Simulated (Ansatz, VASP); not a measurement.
CdS in VASP and in Ansatz

Contents of INCAR:

```
ALGO = Normal
EDIFF = 1E-7
ENCUT = 520
GGA = PS
ISIF = 2
ISMEAR = -1
LASPH = T
LCHARG = F
LREAL = F
LWAVE = F
NBANDS = 16
NELM = 80
PREC = Accurate
SIGMA = 0.08
```

The input KPOINTS:

```
k-points
0
Gamma
  11 11 11
```

Contents of POSCAR:

```
CdS
1.0
    0.0000000000      2.8323704791      2.8323704791
    2.8323704791      0.0000000000      2.8323704791
    2.8323704791      2.8323704791      0.0000000000
Cd S
1 1
Direct
    0.0000000000      0.0000000000      0.0000000000
    0.2500000000      0.2500000000      0.2500000000
```

Input for Ansatz:

```yaml
crystal:
  lattice:
    - [0.0, 2.8323704791, 2.8323704791]
    - [2.8323704791, 0.0, 2.8323704791]
    - [2.8323704791, 2.8323704791, 0.0]
  atoms:
    - { symbol: Cd, position: [0.0, 0.0, 0.0] }
    - { symbol: S, position: [0.25, 0.25, 0.25] }
kpoints:
  mp_grid: { grid: [11, 11, 11] }
scf:
  occupations: { method: fermi_dirac, width: 0.08 }
hamiltonian:
  xc: pbesol
  pseudopotentials: { kind: paw }
output:
  forces: true
  stress: true
  eigenvalues: true
  populations: true
```

Change from the starting cell: volume scaled by 0.92, PAW files.

Alike in both runs: task single point; functional PBEsol; k mesh 11 × 11 × 11; occupations fermi-dirac, width 0.08 eV; no spin polarisation.

|  | VASP | Ansatz |
| --- | --- | --- |
| version | VASP 6.6.1 | Ansatz 0.2.0 |
| potentials or method | VASP PAW PBE potentials, release 64 (Cd, S) | PAW with Ansatz's default frozen-core files, scalar-relativistic |
| plane-wave cutoff (eV) | 520 | 420 |
| valence electrons in the cell | 18 | 26 |

|  | VASP | Ansatz | Ansatz less VASP |
| --- | --- | --- | --- |
| pressure (GPa) | 6.8 | 6.2 | -0.57 |

VASP's potentials were made for PBE, not for PBEsol. VASP's potentials hold 18 valence electrons a cell and Ansatz's 26, so a difference there can come from the potentials and not from the codes.
